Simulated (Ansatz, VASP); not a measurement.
## Two plane-wave programs on Br

```
CELL_PARAMETERS angstrom
4.91055 0.00000 0.00000
-2.45528 4.25266 0.00000
0.00000 0.00000 4.75823
ATOMIC_POSITIONS crystal
Br 0.33333 0.66667 0.00000
Br 0.66667 0.33333 0.00000
```

Alike in both runs: functional PBE; k mesh 12 × 12 × 12; occupations gaussian, width 0.1 eV; no spin polarisation.

Ansatz relaxed the structure, and its values are those at the end. VASP's run is a single point on that final structure, the one shown.

```csv
,VASP,Ansatz
version,VASP 6.6.1,Ansatz 0.2.0
potentials or method,"VASP PAW PBE potentials, release 64 (Br), cutoff 520 eV","scalar-relativistic, plane waves, PAW"
valence electrons in the cell,14,14
```

```tsv
	VASP	Ansatz	Ansatz less VASP
gap on the k mesh at the Fermi level (eV)	none	none	-
pressure (GPa)	0.0	0.0	+0.01
```

A gap of «none» marks a metal or a gap that the smearing closes. Ansatz's warnings: xc potential rough in thin density.
